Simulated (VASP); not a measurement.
Ge: relaxation of cell and atoms with revPBE

Crystal: Ge.

```
CELL_PARAMETERS angstrom
1.48805 -2.59469 0.00000
1.48805 2.59469 0.00000
0.00000 0.00000 4.72760
ATOMIC_POSITIONS crystal
Ge 0.33345 0.66655 0.25000
Ge 0.66655 0.33345 0.75000
```

This isn't the form of Ge at room conditions, which is diamond.

```
Program                : VASP 6.6.1
Task                   : relaxation of cell and atoms
Functional             : revPBE
Potentials or basis    : VASP PAW PBE potentials, release 64 (Ge_d)
Cutoff                 : 600 eV
k mesh                 : 10 × 10 × 6
Occupations            : fermi-dirac, width 0.05 eV
Spin                   : no spin polarisation
Dipole correction      : no
Further INCAR settings : ALGO = Normal; EDIFF = 1e-07; IBRION = 2; EDIFFG = -0.01; NSW = 60; ISIF = 3
```

The relaxed volume is 19.65 Å³/atom. The relaxed cell is a = 3.045 Å, b = 3.045 Å, c = 4.916 Å, α = 90.00°, β = 90.00°, γ = 120.45°, the space group after relaxing (to 0.1 Å) is P6_3/mmc (No. 194) and the energy gained by relaxing is 25.4 meV/atom. The ionic steps are 11. The pressure after relaxing is 0.0 GPa and the band gap on the k mesh is zero (bands 14 and 15 overlap by 8.57 eV).

Stress tensor (GPa, compression positive):
```
-0.05  0.00  0.00
 0.00  0.05  0.00
 0.00  0.00  0.00
```

The path:
```csv
step,energy change (eV),largest force (eV/Å),pressure (GPa),volume (Å³)
1,0.0000,0.0012,5.63,36.51
2,-0.0480,0.0006,-1.05,40.00
3,-0.0499,0.0004,-0.08,39.39
4,-0.0499,0.0004,-0.17,39.44
5,-0.0505,0.0003,-0.09,39.40
6,-0.0507,0.0008,-0.07,39.38
7,-0.0507,0.0009,-0.12,39.37
8,-0.0507,0.0009,0.05,39.27
9,-0.0507,0.0011,-0.06,39.32
10,-0.0507,0.0009,0.08,39.29
11,-0.0507,0.0011,0.00,39.30
```

Final structure:
```
Ge
1.0
     1.51214   -2.64328    0.00000
     1.51214    2.64328    0.00000
     0.00000    0.00000    4.91640
Ge
2
Direct
  0.33346 0.66654 0.25000
  0.66654 0.33346 0.75000
```

Levels at points of the mesh, in eV from the Fermi level:
| k point | band 10 | band 11 | band 12 | band 13 | band 14 | band 15 | band 16 | band 17 | band 18 |
| --- | --- | --- | --- | --- | --- | --- | --- | --- | --- |
| (0.00, 0.00, 0.00) | -24.68 | -12.81 | -7.66 | -5.25 | 6.37 | 6.52 | 8.23 | 8.38 | 8.93 |
| (0.50, 0.00, 0.00) | -24.67 | -8.15 | -6.82 | -2.58 | -1.46 | -0.80 | 1.40 | 2.46 | 6.38 |
| (0.50, 0.50, 0.00) | -24.67 | -8.24 | -6.88 | -2.62 | -1.49 | -0.89 | 1.36 | 2.66 | 6.56 |
| (0.00, 0.00, 0.50) | -24.70 | -11.29 | -11.29 | 1.32 | 1.32 | 7.36 | 7.36 | 7.51 | 7.51 |
| (0.50, 0.00, 0.50) | -24.67 | -6.89 | -6.89 | -4.62 | -4.62 | 3.94 | 3.94 | 4.50 | 4.50 |
| (0.50, 0.50, 0.50) | -24.68 | -6.99 | -6.99 | -4.65 | -4.65 | 4.14 | 4.14 | 4.51 | 4.51 |

Run time: 5.5 min on 1 thread of Intel(R) Xeon(R) Platinum 8375C CPU @ 2.90GHz (Ice Lake) (shared host), peak memory 0.22 GiB.

Caveat: the PAW data sets were made with another functional, which shifts forces and pressure a little.
